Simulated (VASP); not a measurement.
Set up this calculation in VASP 6.6.1, as the native input.

| Quantity | Value |
| --- | --- |
| Task | relaxation of cell and atoms |
| Functional | r2SCAN |
| Potentials or basis | VASP PAW PBE potentials, release 64 (Al, Ni) |
| Cutoff | 600 eV |
| k mesh | 20 × 20 × 20 |
| Occupations | gaussian, width 0.1 eV |
| Spin | no spin polarisation |
| Dipole correction | no |
| Further INCAR settings | ALGO = Normal; EDIFF = 1e-07; IBRION = 2; EDIFFG = -0.01; NSW = 100; ISIF = 3 |

The system is AlNi.

```
Al Ni
1.0
     2.85971    0.00000    0.00000
     0.00000    2.85971    0.00000
     0.00000    0.00000    2.85971
Al Ni
1 1
Direct
  0.50000 0.50000 0.50000
  0.00000 0.00000 0.00000
```

These files were run (other wordings do the same):

POSCAR

```
AlNi
1.0
    2.8597112900      0.0000000000      0.0000000000
    0.0000000000      2.8597112900      0.0000000000
    0.0000000000      0.0000000000      2.8597112900
Al Ni
1 1
Direct
    0.5000000000      0.5000000000      0.5000000000
    0.0000000000      0.0000000000      0.0000000000
```

INCAR.step1

```
SYSTEM = AlNi
PREC     = Accurate       ! precision mode
ENCUT    = 600            ! plane-wave cutoff, eV
ISMEAR   = 0              ! smearing method
SIGMA    = 0.1            ! smearing width, eV
LREAL    = .FALSE.        ! projectors in reciprocal space
LASPH    = .TRUE.         ! aspherical terms in the spheres
NELM     = 100            ! most SCF steps
GGA      = PE             ! functional
ALGO     = Normal         ! electronic algorithm
EDIFF    = 1E-4           ! SCF threshold, eV
LWAVE    = .TRUE.         ! write WAVECAR
LCHARG   = .FALSE.        ! write CHGCAR
```

INCAR.step2

```
SYSTEM = AlNi
PREC     = Accurate       ! precision mode
ENCUT    = 600            ! plane-wave cutoff, eV
EDIFF    = 1E-7           ! SCF threshold, eV
ISMEAR   = 0              ! smearing method
SIGMA    = 0.1            ! smearing width, eV
LREAL    = .FALSE.        ! projectors in reciprocal space
LASPH    = .TRUE.         ! aspherical terms in the spheres
NELM     = 100            ! most SCF steps
ALGO     = Normal         ! electronic algorithm
ISIF     = 3              ! what is computed and relaxed
LWAVE    = .FALSE.        ! write WAVECAR
LCHARG   = .FALSE.        ! write CHGCAR
METAGGA  = R2SCAN         ! meta-GGA
LMIXTAU  = .TRUE.       
IBRION   = 2              ! ionic algorithm
NSW      = 100            ! ionic steps
EDIFFG   = -0.01          ! ionic threshold
ISTART   = 1
```

KPOINTS

```
regular mesh
0
G
  20 20 20
  0 0 0
```

Potentials or basis: VASP PAW PBE potentials, release 64 (Al, Ni).

Launch:

```console
$ cat potpaw_PBE.64/Al/POTCAR potpaw_PBE.64/Ni/POTCAR > POTCAR
$ cp INCAR.step1 INCAR
$ mpirun -np 1 vasp_std > vasp.out
$ cp INCAR.step2 INCAR
$ mpirun -np 1 vasp_std > vasp.out
```

Results of the run:

* Relaxed volume: 11.71 Å³/atom
* Relaxed cell: a = 2.861 Å, b = 2.861 Å, c = 2.861 Å, α = 90.00°, β = 90.00°, γ = 90.00°
* Space group after relaxing (to 0.05 Å): Pm-3m (No. 221)
* Energy gained by relaxing: 0.0 meV/atom
* Ionic steps: 3
* Pressure after relaxing: 0.0 GPa

Caveat: the PAW data sets were made with another functional, which shifts forces and pressure a little.

Run time: 2.8 min on 1 thread of Intel(R) Xeon(R) 6975P-C (Granite Rapids), with other jobs on the host, peak memory 0.22 GiB.
